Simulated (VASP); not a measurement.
A run of VASP 6.6.1:

INCAR

```
PREC = Accurate ; ENCUT = 520
EDIFF = 1E-7 ; ISMEAR = -1
SIGMA = 0.1 ; LREAL = False
LASPH = True ; NELM = 80
ALGO = Normal ; ISIF = 2
LWAVE = False ; LCHARG = False
NBANDS = 10
```

Contents of KPOINTS:

```
Automatic mesh
0
Gamma
  14 14 14
```

Contents of POSCAR:

```
Ir
1.0
    2.5280435852      0.0000000000      0.0000000000
    0.0000000000      2.5280435852      0.0000000000
    0.0000000000      0.0000000000      2.5280435852
Ir
1
Direct
    0.0000000000      0.0000000000      0.0000000000
```

Potentials or basis: VASP PAW LDA potentials, release 64 (Ir).

Run with:

```console
$ cat potpaw_LDA.64/Ir/POTCAR > POTCAR
$ mpirun -np 1 vasp_std > vasp.out
```

Hardware: 1 thread of Intel Xeon 8259CL, with other jobs on the host.

Q: Estimate the wall time of this run.

A: It took 14 s on 1 thread of Intel Xeon 8259CL (shared host), peak memory 0.14 GiB. Counts: scf iterations 12, k points 120.
